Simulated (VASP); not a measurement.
Set up this calculation in VASP 6.6.1, as the native input.

| Item | Value |
| --- | --- |
| Task | single point |
| Functional | LDA |
| Potentials or basis | VASP PAW LDA potentials, release 64 (Al, In_d, Sb) |
| Cutoff | 520 eV |
| k mesh | 8 × 8 × 6 |
| Occupations | gaussian, width 0.05 eV |
| Spin | no spin polarisation |
| Dipole correction | no |
| Further INCAR settings | ALGO = Normal; EDIFF = 1e-06; NBANDS = 21 |

The structure of AlInSb2 lies in POSCAR:

```
AlInSb2
1.0
    4.5626022301      0.0000000000      0.0000000000
    0.0000000000      4.5626022301      0.0000000000
    0.0000000000      0.0000000000      5.9286453378
Al In Sb
1 1 2
Direct
    0.0000000000      0.0000000000      0.0000000000
    0.5000000000      0.5000000000      0.5000000000
    0.0000000000      0.5000000000      0.1940770864
    0.5000000000      0.0000000000      0.8059229136
```

This cell differs from its parent crystal: c/a of the conventional cell at fixed volume 1.2994.

These files were run (other wordings do the same):

INCAR

```
  PREC = Accurate
  ENCUT = 520
  EDIFF = 1E-6
  ISMEAR = 0
  SIGMA = 0.05
  LREAL = F
  LASPH = T
  NELM = 60
  ALGO = Normal
  ISIF = 2
  LWAVE = F
  LCHARG = T
  LELF = T
  LVHAR = T
  NBANDS = 21
```

KPOINTS

```
regular mesh
0
Gamma
  8 8 6
```

Potentials or basis: VASP PAW LDA potentials, release 64 (Al, In_d, Sb).

Command:

```bash
$ cat potpaw_LDA.64/Al/POTCAR potpaw_LDA.64/In_d/POTCAR potpaw_LDA.64/Sb/POTCAR > POTCAR
$ mpirun -np 1 vasp_std > vasp.out
```

It gave:

```json
{"Pressure": "0.6 GPa", "Largest force": "1.846 eV/Å", "Band gap on the k mesh": "0.12 eV, indirect (least direct gap 0.46 eV)"}
```

Caveat: spin-orbit coupling is left out, which moves the levels of the heavy elements; forces of over 1 eV/Å act on the atoms, so gaps and moduli don't describe the material at rest.

Run time: 88 s on 1 thread of AMD EPYC 7R13 Processor (Zen 3), with other jobs on the host, peak memory 0.27 GiB.
